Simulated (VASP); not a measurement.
# W (Pm-3m) in VASP: further runs

Runs on W. Level: BLYP. Tasks: single point.

Everything below comes from runs of VASP 6.6.1. Logs are shortened: lines on timing, memory, paths and dates and some standing lists are left out, and cuts for length are marked.

**1. The cell of the first run**

It takes space group Pm-3m (No. 221, cubic). The conventional cell has a = 2.561 Å, b = 2.561 Å, c = 2.561 Å, α = 90.00°, β = 90.00°, γ = 90.00°. Within 3.4 Å of W (site symmetry m-3m) lie 6 W at 2.56 Å.

**2. Single point, BLYP (volume scaled by 0.88)**

The input, INCAR:

```
PREC = Accurate
ENCUT = 520
EDIFF = 1E-6
ISMEAR = -1
SIGMA = 0.1
LREAL = F
LASPH = T
NELM = 80
ALGO = Normal
ISIF = 2
LWAVE = F
LCHARG = F
GGA = B5
ALDAX = 1.0
AGGAX = 1.0
AGGAC = 1.0
ALDAC = 0.0
NBANDS = 13
```

The input, KPOINTS:

```
Automatic mesh
0
Gamma
  13 13 13
```

The input, POSCAR:

```
W
1.0
    2.5611787472      0.0000000000      0.0000000000
    0.0000000000      2.5611787472      0.0000000000
    0.0000000000      0.0000000000      2.5611787472
W
1
Direct
    0.0000000000      0.0000000000      0.0000000000
```

Potentials or basis: VASP PAW PBE potentials, release 64 (W_sv).

Started as:

```sh
cat potpaw_PBE.64/W_sv/POTCAR > POTCAR
mpirun -np 1 vasp_std > vasp.out
```

OUTCAR:

```text
PREC = Accurate
   ENCUT = 520
   EDIFF = 1E-6
   ISMEAR = -1
   LREAL = F
   LASPH = T
   NELM = 80
   ISIF = 2
   GGA = B5

 ion  position               nearest neighbor table
   1  0.000  0.000  0.000-

  LATTYP: Found a simple cubic cell.
 ALAT       =     2.5611787472

  Lattice vectors:

 A1 = (   2.5611787472,   0.0000000000,   0.0000000000)
 A2 = (   0.0000000000,   2.5611787472,   0.0000000000)
 A3 = (   0.0000000000,   0.0000000000,   2.5611787472)

Analysis of symmetry for initial positions (statically):
=====================================================================
 Subroutine PRICEL returns:
 Original cell was already a primitive cell.

 Routine SETGRP: Setting up the symmetry group for a
 simple cubic supercell.

 Subroutine GETGRP returns: Found 48 space group operations
[... 9 lines left out ...]

 Routine SETGRP: Setting up the symmetry group for a
 simple cubic supercell.

 Subroutine GETGRP returns: Found 48 space group operations
[... 11 lines left out ...]
                                     Primitive cell

  volume of cell :      16.8004

  direct lattice vectors                    reciprocal lattice vectors
     2.561178747  0.000000000  0.000000000     0.390445220  0.000000000  0.000000000
     0.000000000  2.561178747  0.000000000     0.000000000  0.390445220  0.000000000
     0.000000000  0.000000000  2.561178747     0.000000000  0.000000000  0.390445220

  length of vectors
     2.561178747  2.561178747  2.561178747     0.390445220  0.390445220  0.390445220

  position of ions in fractional coordinates (direct lattice)
     0.000000000  0.000000000  0.000000000

  ion indices of the primitive-cell ions
   primitive index   ion index
                 1           1

----------------------------------------------------------------------------------------

 KPOINTS: Automatic mesh

Automatic generation of k-mesh.
 Grid dimensions read from file:
 generate k-points for:   13   13   13

 Generating k-lattice:

  Cartesian coordinates                     Fractional coordinates (reciprocal lattice)
     0.030034248  0.000000000  0.000000000     0.076923077  0.000000000  0.000000000
     0.000000000  0.030034248  0.000000000     0.000000000  0.076923077  0.000000000
     0.000000000  0.000000000  0.030034248     0.000000000  0.000000000  0.076923077

  Length of vectors
     0.030034248  0.030034248  0.030034248

  Shift w.r.t. Gamma in fractional coordinates (k-lattice)
[... 50 lines left out ...]
   ENCUT  =  520.0 eV  38.22 Ry    6.18 a.u.   4.76  4.76  4.76*2*pi/ulx,y,z
   NELM   =     80;   NELMIN=  2; NELMDL= -5     # of ELM steps
   EDIFF  = 0.1E-05   stopping-criterion for ELM
   LREAL  =      F    real-space projection
[... 7 lines left out ...]
   TEBEG  =    0.0;   TEEND  =   0.0 temperature during run
   PSTRESS=    0.0 pullay stress
   NELECT =      14.0000    total number of electrons
   NUPDOWN=      -1.0000    fix difference up-down
   EMIN   =  10.00;   EMAX   =-10.00  energy-range for DOS
   EFERMI =   0.00;   METHOD = LEGACY
   ISMEAR =    -1;   SIGMA  =   0.10  broadening in eV -4-tet -1-fermi 0-gaus
   EFERMI_NEDOS =   21; number of points for ismear=-14 and -15
   IALGO  =     38    algorithm
   IMIX   =      4    mixing-type and parameters
     AMIX     =   0.40;   BMIX     =  1.00
     AMIX_MAG =   1.60;   BMIX_MAG =  1.00
  volume/ion in A,a.u.               =      16.80       113.37
  Fermi-wavevector in a.u.,A,eV,Ry     =   1.540556  2.911230 32.290900  2.373314
  Thomas-Fermi vector in A             =   2.646627
   LORBIT       =      0    0 simple, 1 ext, 2 COOP (PROOUT), +10 PAW based schemes
   GGA     = B5    functional components
   LHFCALC =     F    Hartree Fock is set to
   AEXX    =    0.0000 exact exchange contribution
   IVDW    =     0    specifies the selected vdW correction
   LEPSILON=     F    determine dielectric tensor
   LRPA    =     F    only Hartree local field effects (RPA)
 non-spin polarized calculation
  energy-cutoff  :      520.00
  volume of cell :       16.80
 maximum number of plane-waves:       466
 NGX is ok and might be reduce to    20
   NGX =  9   NGY =  9   NGZ =  9

 number of electron      14.0000003 magnetization

 Free energy of the ion-electron system (eV)
  ---------------------------------------------------
  ext. energy  EPLUGINS =         0.00000000
  ---------------------------------------------------
  free energy    TOTEN  =        -9.92633731 eV

  energy without entropy =       -9.90600780  energy(sigma->0) =       -9.91617255

 E-fermi :  11.1300     XC(G=0): -12.4829

 val. band max:       10.9868017430   @ k =   0.4615   0.3846   0.1538
 cond. band min:      11.2019220247   @ k =   0.3077   0.2308   0.2308
 fundamental gap:      0.2151202816
 Fermi energy:        11.1299806317

 k-point     1 :       0.0000    0.0000    0.0000
  band No.  band energies     occupation
      1     -62.5455      2.00000
      2     -26.2734      2.00000
      3     -26.2734      2.00000
      4     -26.2734      2.00000
      5       2.2914      2.00000
      6       6.2267      2.00000
      7       6.2267      2.00000
      8      16.2810      0.00000
      9      16.2810      0.00000
     10      16.2810      0.00000
     11      26.6938      0.00000
     12      26.6938      0.00000
     13      26.6938      0.00000
[... 354 lines left out ...]
  band No.  band energies     occupation
      1     -62.3286      2.00000
      2     -27.6034      2.00000
      3     -27.2566      2.00000
      4     -26.0377      2.00000
      5       6.2602      2.00000
      6       7.3541      2.00000
      7      12.0097      0.00030
      8      12.9370      0.00000
      9      13.7939      0.00000
     10      13.9608      0.00000
     11      21.5313      0.00000
     12      25.6203      0.00000
     13      29.2089      0.00000

 [... further k-points ...]

------------------------ aborting loop because EDIFF is reached ----------------------------------------

  FORCE on cell =-STRESS in cart. coord.  units (eV):
  Direction    XX          YY          ZZ          XY          YZ          ZX
  --------------------------------------------------------------------------------------
  -------------------------------------------------------------------------------------
  Total        3.5328837      3.5328837      3.5328837     -0.0000000     -0.0000000      0.0000000
  in kB      336.9149313    336.9149313    336.9149313     -0.0000000     -0.0000000      0.0000000
  external PRESSURE =     336.9149313 kB  Pullay stress =       0.0000000 kB

 VOLUME and BASIS-vectors are now :
 -----------------------------------------------------------------------------
  energy-cutoff  :      520.00
  volume of cell :       16.80
      direct lattice vectors                 reciprocal lattice vectors
     2.561178747  0.000000000  0.000000000     0.390445220  0.000000000  0.000000000
     0.000000000  2.561178747  0.000000000     0.000000000  0.390445220  0.000000000
     0.000000000  0.000000000  2.561178747     0.000000000  0.000000000  0.390445220

 POSITION                                       TOTAL-FORCE (eV/Angst)
 -----------------------------------------------------------------------------------
      0.00000      0.00000      0.00000         0.000000      0.000000      0.000000
 -----------------------------------------------------------------------------------
    total drift:                               -0.000000      0.000000      0.000000

  FREE ENERGIE OF THE ION-ELECTRON SYSTEM (eV)
  ---------------------------------------------------
  free  energy   TOTEN  =        -9.9263373086 eV

  energy  without entropy=       -9.9060077965  energy(sigma->0) =       -9.91617255
```

OSZICAR:

```text
N       E                     dE             d eps       ncg     rms          rms(c)
DAV:   1     0.897720113007E+02    0.89772E+02   -0.74164E+03  2208   0.119E+03
DAV:   2    -0.852780658503E+01   -0.98300E+02   -0.93903E+02  2389   0.315E+02
DAV:   3    -0.102506131355E+02   -0.17228E+01   -0.17143E+01  2489   0.407E+01
DAV:   4    -0.102589648082E+02   -0.83517E-02   -0.83515E-02  2424   0.311E+00
DAV:   5    -0.102590448159E+02   -0.80008E-04   -0.80008E-04  2504   0.290E-01    0.200E+01
DAV:   6    -0.998573519038E+01    0.27331E+00   -0.25088E-01  2244   0.637E+00    0.893E+00
DAV:   7    -0.992770065207E+01    0.58035E-01   -0.12606E-01  2414   0.435E+00    0.561E-01
DAV:   8    -0.992636100536E+01    0.13396E-02   -0.53254E-03  2314   0.914E-01    0.690E-02
DAV:   9    -0.992634074605E+01    0.20259E-04   -0.62747E-05  2564   0.101E-01    0.550E-02
DAV:  10    -0.992633760665E+01    0.31394E-05   -0.25404E-05  2464   0.654E-02    0.773E-03
DAV:  11    -0.992633730857E+01    0.29808E-06   -0.46698E-07  1572   0.785E-03
   1 F= -.99263373E+01 E0= -.99161726E+01  d E =-.203295E-01
```

stdout:

```text
POSCAR found type information on POSCAR W
 POSCAR found :  1 types and       1 ions
 scaLAPACK will be used
 -----------------------------------------------------------------------------
|                                                                             |
|                                                                             |
|     You enforced a specific xc type in the INCAR file but a different       |
|     I HOPE YOU KNOW WHAT YOU ARE DOING!                                     |
|                                                                             |
 -----------------------------------------------------------------------------

 LDA part: xc-table for (Slater(with rela. corr.)+VWN5), standard interpolation
 POSCAR, INCAR and KPOINTS ok, starting setup
 FFT: planning ... GRIDC
 FFT: planning ... GRID_SOFT
 FFT: planning ... GRID
 WAVECAR not read
 entering main loop
```

Wall time 10 s (1 thread of Intel Xeon 6975P-C, shared host); peak memory 0.14 GiB.

Results:

| Quantity | Value |
| --- | --- |
| Free energy | -9.9263 eV |
| Pressure | 33.7 GPa |
| Band gap on the k mesh | zero (band 7 reaches 13.05 eV, above the bottom of band 8 at 10.23 eV) |

Caveat: the cell differs from its parent crystal (volume scaled by 0.88); the PAW data sets were made with another functional, which shifts forces and pressure a little; spin-orbit coupling is left out, which moves the levels of the heavy elements.

**3. Single point, BLYP (volume scaled by 0.92)**

The input, INCAR:

```
SYSTEM = W
PREC = Accurate ; ENCUT = 520
EDIFF = 1E-6 ; ISMEAR = -1
SIGMA = 0.1 ; LREAL = .False.
LASPH = .True. ; NELM = 80
ALGO = Normal ; ISIF = 2
LWAVE = .False. ; LCHARG = .True.
GGA = B5 ; ALDAX = 1.0
AGGAX = 1.0 ; AGGAC = 1.0
ALDAC = 0.0 ; LELF = .True.
LVHAR = .True. ; NBANDS = 13
```

The input, KPOINTS:

```
Automatic mesh
0
Gamma
  13 13 13
  0 0 0
```

The input, POSCAR:

```
W
1.0
    2.5994109322      0.0000000000      0.0000000000
    0.0000000000      2.5994109322      0.0000000000
    0.0000000000      0.0000000000      2.5994109322
W
1
Direct
    0.0000000000      0.0000000000      0.0000000000
```

Potentials or basis: VASP PAW PBE potentials, release 64 (W_sv).

Started as:

```sh
cat potpaw_PBE.64/W_sv/POTCAR > POTCAR
mpirun -np 1 vasp_std > vasp.out
```

It took 8 s on 1 thread of Intel Xeon 6975P-C, shared host; peak memory 0.14 GiB.

Results (log left out):

```
Free energy            : -10.0539 eV
Pressure               : 20.2 GPa
Band gap on the k mesh : zero (band 7 reaches 12.34 eV, above the bottom of band 8 at 9.67 eV)
```

Levels at points of the mesh, in eV from the Fermi level:
```
           k point  band 4  band 5  band 6  band 7  band 8  band 9  band 10  band 11
(0.00, 0.00, 0.00)  -37.49   -8.61   -4.64   -4.64    4.85    4.85     4.85    15.16
```

Caveat: the cell differs from its parent crystal (volume scaled by 0.92); the PAW data sets were made with another functional, which shifts forces and pressure a little; spin-orbit coupling is left out, which moves the levels of the heavy elements.

**4. Single point, BLYP (volume scaled by 0.96)**

The input, INCAR:

```
SYSTEM = W
  PREC = Accurate
  ENCUT = 520
  EDIFF = 1E-6
  ISMEAR = -1
  SIGMA = 0.1
  LREAL = .False.
  LASPH = .True.
  NELM = 80
  ALGO = Normal
  ISIF = 2
  LWAVE = .False.
  LCHARG = .True.
  GGA = B5
  ALDAX = 1.0
  AGGAX = 1.0
  AGGAC = 1.0
  ALDAC = 0.0
  LELF = .True.
  LVHAR = .True.
  NBANDS = 13
```

KPOINTS is that of step 3.

The input, POSCAR:

```
W
1.0
    2.6365503918      0.0000000000      0.0000000000
    0.0000000000      2.6365503918      0.0000000000
    0.0000000000      0.0000000000      2.6365503918
W
1
Direct
    0.0000000000      0.0000000000      0.0000000000
```

Started as:

```sh
cat potpaw_PBE.64/W_sv/POTCAR > POTCAR
mpirun -np 1 vasp_std > vasp.out
```

It took 8 s on 1 thread of Intel Xeon 6975P-C, shared host; peak memory 0.14 GiB.

The run converged. Its results:

- Free energy: -10.1240 eV
- Pressure: 9.4 GPa
- Band gap on the k mesh: zero (band 7 reaches 11.69 eV, above the bottom of band 8 at 9.17 eV)

Levels at points of the mesh, in eV from the Fermi level:
```
           k point  band 5  band 6  band 7  band 8  band 9  band 10
(0.00, 0.00, 0.00)   -8.39   -4.40   -4.40    4.58    4.58     4.58
```

Caveat: the cell differs from its parent crystal (volume scaled by 0.96); the PAW data sets were made with another functional, which shifts forces and pressure a little; spin-orbit coupling is left out, which moves the levels of the heavy elements.

**5. Single point, BLYP**

This run uses another cell than the first one, of 19.09 Å³/atom, 1.136 times its volume.

The input, INCAR:

```
AGGAC = 1.0
AGGAX = 1.0
ALDAC = 0.0
ALDAX = 1.0
ALGO = Normal
EDIFF = 1E-7
ENCUT = 520
GGA = B5
ISIF = 2
ISMEAR = -1
LASPH = T
LCHARG = F
LREAL = F
LWAVE = F
NBANDS = 13
NELM = 60
PREC = Accurate
SIGMA = 0.1
```

The input, KPOINTS:

```
k-points
0
Gamma
  12 12 12
```

The input, POSCAR:

```
W
1.0
    2.6726720091      0.0000000000      0.0000000000
    0.0000000000      2.6726720091      0.0000000000
    0.0000000000      0.0000000000      2.6726720091
W
1
Direct
    0.0000000000      0.0000000000      0.0000000000
```

Started as:

```sh
cat potpaw_PBE.64/W_sv/POTCAR > POTCAR
mpirun -np 1 vasp_std > vasp.out
```

Run time: 8.9 s. Hardware: 1 thread of Intel Xeon 6975P-C, shared host; peak memory 0.14 GiB.

It converged, with:

```
Free energy            : -10.1662 eV
Pressure               : 1.2 GPa
Band gap on the k mesh : zero (band 7 reaches 11.01 eV, above the bottom of band 8 at 8.72 eV)
```

Levels at points of the mesh, in eV from the Fermi level:
```
           k point  band 5  band 6  band 7  band 8  band 9  band 10
(0.00, 0.00, 0.00)   -8.13   -4.13   -4.13    4.38    4.38     4.38
(0.50, 0.00, 0.00)   -4.86   -3.23   -0.39    0.88    0.88     4.75
(0.50, 0.50, 0.00)   -5.11   -2.83    1.57    1.57    4.77     4.77
(0.50, 0.50, 0.50)   -3.61   -3.61   -3.61    7.14    7.14     7.89
```

Caveat: the PAW data sets were made with another functional, which shifts forces and pressure a little; spin-orbit coupling is left out, which moves the levels of the heavy elements.

**6. The runs side by side**

| cell | k mesh | gap on the mesh (eV) | pressure (GPa) |
| --- | --- | --- | --- |
| a = 2.561 Å, 1 atom | 13 × 13 × 13 | none | 33.7 |
| a = 2.599 Å, 1 atom | 13 × 13 × 13 | none | 20.2 |
| a = 2.637 Å, 1 atom | 13 × 13 × 13 | none | 9.4 |
| a = 2.673 Å, 1 atom | 12 × 12 × 12 | none | 1.2 |

Alike in all rows: task single point; level BLYP; potentials or basis VASP PAW PBE potentials, release 64 (W_sv); no spin polarisation; cutoff (eV) 520; smearing fermi-dirac 0.1 eV.

Caveats: the PAW data sets were made with another functional, which shifts forces and pressure a little; spin-orbit coupling is left out, which moves the levels of the heavy elements.

Absolute energies hang on the potentials; compare differences alone.
